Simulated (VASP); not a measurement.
Input of a VASP 6.6.1 run:

Contents of POSCAR:

```
BeS
1.0
    0.0000000000      2.4131277662      2.4343062304
    2.4131277662      0.0000000000      2.4343062304
    2.4131277662      2.4131277662      0.0000000000
Be S
1 1
Direct
    0.0000000000      0.0000000000      0.0000000000
    0.2500000000      0.2500000000      0.2500000000
```

INCAR.step1

```
ALGO = Normal ; EDIFF = 1E-5
ENCUT = 520 ; GGA = PE
ISIF = 2 ; ISMEAR = 0
LASPH = T ; LREAL = F
LWAVE = T ; NBANDS = 11
NELM = 100 ; PREC = Accurate
SIGMA = 0.01
```

File INCAR.step2:

```
ALGO = Normal ; EDIFF = 1E-6
ENCUT = 520 ; GGA = PE
HFSCREEN = 0.2079 ; ISIF = 2
ISMEAR = 0 ; ISTART = 1
LASPH = T ; LCHARG = T
LELF = T ; LHFCALC = T
LREAL = F ; LVHAR = T
LWAVE = F ; NBANDS = 11
NELM = 100 ; PREC = Accurate
PRECFOCK = Normal ; SIGMA = 0.01
```

KPOINTS

```
k-points
0
Gamma
  6 6 6
```

Potentials or basis: VASP PAW PBE potentials, release 64 (Be, S).

Launch:

```sh
$ cat potpaw_PBE.64/Be/POTCAR potpaw_PBE.64/S/POTCAR > POTCAR
$ cp INCAR.step1 INCAR
$ mpirun -np 1 vasp_std > vasp.out
$ cp INCAR.step2 INCAR
$ mpirun -np 1 vasp_std > vasp.out
```

(1) What does it give for the pressure?

(2) Estimate the band gap on the k mesh.

## Answers

(1) 0.7 GPa.

(2) 4.00 eV, indirect (least direct gap 6.84 eV).

Caveat: the cell differs from its parent crystal (biaxial xy strain -0.9%); the PAW data sets were made with another functional, which shifts forces and pressure a little.
